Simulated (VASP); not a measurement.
NaF, 2 atoms in the cell. The structure is cubic, space group Fm-3m (No. 225). Conventional cell: a = 4.699 Å, b = 4.699 Å, c = 4.699 Å, α = 90.00°, β = 90.00°, γ = 90.00°. Within 3.1 Å of Na (site symmetry m-3m) lie 6 F at 2.35 Å. Within 3.1 Å of F (site symmetry m-3m) lie 6 Na at 2.35 Å. 

* Program: VASP 6.6.1
* Task: single point
* Functional: PBE
* Potentials or basis: VASP PAW PBE potentials, release 64 (Na_pv, F)
* Cutoff: 520 eV
* k mesh: 8 × 8 × 8
* Occupations: gaussian, width 0.02 eV
* Spin: no spin polarisation
* Dipole correction: no
* Further INCAR settings: ALGO = Normal; EDIFF = 1e-06; NBANDS = 14

Potentials or basis: VASP PAW PBE potentials, release 64 (Na_pv, F).

Command:

```sh
$ cat potpaw_PBE.64/Na_pv/POTCAR potpaw_PBE.64/F/POTCAR > POTCAR
$ mpirun -np 1 vasp_std > vasp.out
```

Hardware: 1 thread of AMD EPYC 7R13 Processor (Zen 3), on a shared host.

**Question.** How long does it take, and how much memory?

**Answer.** It took 10 s on 1 thread of AMD EPYC 7R13 Processor (Zen 3), with other jobs on the host, peak memory 0.12 GiB. Counts: scf iterations 12, k points 29.
